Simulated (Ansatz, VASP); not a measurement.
ZrSiW: VASP beside Ansatz

```
Zr Si W
1.0
    -1.67500    1.67500    4.60687
     1.67500   -1.67500    4.60687
     1.67500    1.67500   -4.60687
Zr Si W
1 1 1
Direct
  0.33321 0.33321 0.00000
  0.64491 0.64491 0.00000
  0.02188 0.02188 0.00000
```

Alike in both runs: functional PBE; k mesh 18 × 18 × 18; occupations fermi-dirac, width 0.15 eV; no spin polarisation.

Ansatz relaxed the structure, and its values are those at the end. VASP's run is a single point on that final structure, the one shown.

|  | VASP | Ansatz |
| --- | --- | --- |
| version | VASP 6.6.1 | Ansatz 0.2.0 |
| potentials or method | VASP PAW PBE potentials, release 64 (Zr_sv, Si, W_sv), cutoff 520 eV | scalar-relativistic, plane waves, PAW |
| valence electrons in the cell | 30 | 30 |

VASP gave:

- gap on the k mesh at the Fermi level (eV): none
- pressure (GPa): 0.1

Which values does Ansatz return?

gap on the k mesh at the Fermi level (eV): none; pressure (GPa): 0.0.

A gap of «none» marks a metal or a gap that the smearing closes. With one functional, cell and mesh, what is left measures potentials, basis and numerics.

Neither program's run includes spin-orbit coupling.
